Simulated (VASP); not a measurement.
# SrCdSiS4 (Ama2) in VASP: further runs, part 2 of 2

VASP 6.6.1.

### Step 4. Band structure, r2SCAN

Input file INCAR:

```
PREC     = Accurate       # precision mode
ENCUT    = 520            # plane-wave cutoff, eV
EDIFF    = 1E-7           # SCF threshold, eV
ISMEAR   = 0              # smearing method
SIGMA    = 0.03           # smearing width, eV
LREAL    = False          # projectors in reciprocal space
LASPH    = True           # aspherical terms in the spheres
NELM     = 80             # most SCF steps
ALGO     = Normal         # electronic algorithm
ISIF     = 2              # what is computed and relaxed
LWAVE    = False          # write WAVECAR
LCHARG   = False          # write CHGCAR
METAGGA  = R2SCAN         # meta-GGA
LMIXTAU  = True         
NBANDS   = 63             # bands
KPAR     = 4
```

Input file KPOINTS:

```
Automatic mesh
0
Gamma
  4 6 6
```

Input file POSCAR:

```
SrCdSiS4                                
1.0
   10.2630848532      0.0000000000      0.0000000000
    0.0000000000      5.0436830186      3.1634425996
    0.0000000000     -5.0436830186      3.1634425996
  Sr              Cd              Si              S             
     2     2     2     8
Direct
     0.0000000000000000    0.0016468491478167    0.0016468491478167
     0.5000000000000000    0.0016468491478167    0.0016468491478167
     0.7500000000000000    0.2743772818224979    0.6068033796800458
     0.2500000000000000    0.6068033796800458    0.2743772818224979
     0.7500000000000000    0.7075304980406317    0.2710669297777537
     0.2500000000000000    0.2710669297777537    0.7075304980406317
     0.4180027810251609    0.4649188357539803    0.9154407427299684
     0.5819972189748390    0.9154407427299684    0.4649188357539803
     0.0819972189748391    0.4649188357539803    0.9154407427299684
     0.9180027810251610    0.9154407427299684    0.4649188357539803
     0.7500000000000000    0.7138724025538830    0.9119225932729615
     0.2500000000000000    0.9119225932729615    0.7138724025538830
     0.7500000000000000    0.3242822408959047    0.1905318186927925
     0.2500000000000000    0.1905318186927925    0.3242822408959047
```

KPOINTS_OPT is that of step 3.

Potentials or basis: VASP PAW PBE potentials, release 64 (Sr_sv, Cd, Si, S).

Run with:

```sh
> cat potpaw_PBE.64/Sr_sv/POTCAR potpaw_PBE.64/Cd/POTCAR potpaw_PBE.64/Si/POTCAR potpaw_PBE.64/S/POTCAR > POTCAR
> mpirun -np 4 vasp_std > vasp.out
```

It took 38 min on 4 MPI ranks of Intel Xeon 6975P-C (Granite Rapids), shared host; peak memory 1.3 GiB.

It converged, with:

```
Free energy             : -170.4718 eV
Pressure                : 1.3 GPa
Largest force           : 0.304 eV/Å
Band gap on the k mesh  : 3.26 eV (least direct gap 3.31 eV)
Band gap along the path : 3.26 eV (least direct gap 3.31 eV)
```

Forces on the atoms (eV/Å):
```
Sr   0.000  0.000 -0.003
Sr   0.000  0.000 -0.003
Cd   0.000 -0.021  0.103
Cd   0.000  0.021  0.103
Si   0.000  0.024 -0.063
Si   0.000 -0.024 -0.063
S   -0.115  0.071 -0.156
S    0.115 -0.071 -0.156
S    0.115  0.071 -0.156
S   -0.115 -0.071 -0.156
S    0.000 -0.150  0.074
S    0.000  0.150  0.074
S    0.000  0.228  0.202
S    0.000 -0.228  0.202
```

Stress tensor (GPa, compression positive):
```
1.07 0.00 0.00
0.00 1.28 0.00
0.00 0.00 1.51
```

Levels at the corners of the path, in eV from the valence-band top:
| point | band 46 | band 47 | band 48 | band 49 | band 50 | band 51 | band 52 | band 53 | band 54 | band 55 |
| --- | --- | --- | --- | --- | --- | --- | --- | --- | --- | --- |
| Γ | -0.79 | -0.56 | -0.53 | -0.50 | -0.41 | 3.34 | 4.01 | 4.22 | 4.56 | 4.81 |
| X | -0.99 | -0.54 | -0.52 | -0.35 | -0.25 | 3.61 | 3.90 | 3.98 | 4.62 | 4.73 |
| X | -0.99 | -0.54 | -0.52 | -0.35 | -0.25 | 3.61 | 3.90 | 3.98 | 4.62 | 4.73 |
| S | -0.91 | -0.89 | -0.68 | -0.60 | -0.45 | 3.26 | 3.90 | 4.36 | 4.53 | 4.84 |
| S | -0.91 | -0.89 | -0.68 | -0.60 | -0.45 | 3.26 | 3.90 | 4.36 | 4.53 | 4.84 |
| R | -1.06 | -0.94 | -0.68 | -0.55 | -0.45 | 3.39 | 3.92 | 4.25 | 4.47 | 4.85 |
| R | -1.06 | -0.94 | -0.68 | -0.55 | -0.45 | 3.39 | 3.92 | 4.25 | 4.47 | 4.85 |
| A | -0.89 | -0.59 | -0.59 | -0.41 | -0.41 | 3.72 | 3.72 | 4.34 | 4.34 | 4.74 |
| A | -0.89 | -0.59 | -0.59 | -0.41 | -0.41 | 3.72 | 3.72 | 4.34 | 4.34 | 4.74 |
| Z | -0.93 | -0.77 | -0.77 | -0.55 | -0.55 | 3.83 | 3.83 | 4.38 | 4.38 | 4.82 |
| Z | -0.93 | -0.77 | -0.77 | -0.55 | -0.55 | 3.83 | 3.83 | 4.38 | 4.38 | 4.82 |
| Γ | -0.79 | -0.56 | -0.53 | -0.50 | -0.41 | 3.34 | 4.01 | 4.22 | 4.56 | 4.81 |
| Γ | -0.79 | -0.56 | -0.53 | -0.50 | -0.41 | 3.34 | 4.01 | 4.22 | 4.56 | 4.81 |
| Y | -0.72 | -0.37 | -0.37 | -0.14 | 0.00 | 3.31 | 4.03 | 4.35 | 4.68 | 4.82 |
| Y | -0.72 | -0.37 | -0.37 | -0.14 | 0.00 | 3.31 | 4.03 | 4.35 | 4.68 | 4.82 |
| X1 | -0.99 | -0.54 | -0.52 | -0.35 | -0.25 | 3.61 | 3.90 | 3.98 | 4.62 | 4.73 |
| X1 | -0.99 | -0.54 | -0.52 | -0.35 | -0.25 | 3.61 | 3.90 | 3.98 | 4.62 | 4.73 |
| A1 | -0.89 | -0.59 | -0.59 | -0.41 | -0.41 | 3.72 | 3.72 | 4.34 | 4.34 | 4.74 |
| A1 | -0.89 | -0.59 | -0.59 | -0.41 | -0.41 | 3.72 | 3.72 | 4.34 | 4.34 | 4.74 |
| T | -0.84 | -0.61 | -0.61 | -0.14 | -0.14 | 3.74 | 3.74 | 4.67 | 4.67 | 4.78 |
| T | -0.84 | -0.61 | -0.61 | -0.14 | -0.14 | 3.74 | 3.74 | 4.67 | 4.67 | 4.78 |
| Y | -0.72 | -0.37 | -0.37 | -0.14 | 0.00 | 3.31 | 4.03 | 4.35 | 4.68 | 4.82 |
| Z | -0.93 | -0.77 | -0.77 | -0.55 | -0.55 | 3.83 | 3.83 | 4.38 | 4.38 | 4.82 |
| T | -0.84 | -0.61 | -0.61 | -0.14 | -0.14 | 3.74 | 3.74 | 4.67 | 4.67 | 4.78 |

Caveat: the PAW data sets were made with another functional, which shifts forces and pressure a little.

### Step 5. The runs side by side

```csv
level,potentials or basis,gap on the mesh (eV),pressure (GPa),largest force (eV/Å)
PBE,"VASP PAW PBE potentials, release 64 (Sr_sv, Cd, Si, S)",2.83,2.5,0.13
LDA,"VASP PAW LDA potentials, release 64 (Sr_sv, Cd, Si, S)",2.60,-2.0,0.15
r2SCAN,"VASP PAW PBE potentials, release 64 (Sr_sv, Cd, Si, S)",3.26,1.3,0.30
```

Alike in all rows: task band structure; no spin polarisation; cell as given; k mesh 4 × 6 × 6; cutoff (eV) 520; smearing gaussian 0.03 eV.

Caveats: the PAW data sets were made with another functional, which shifts forces and pressure a little (at least some runs).

Total energies depend on the potentials used, so only differences within one code and one set of settings carry meaning.
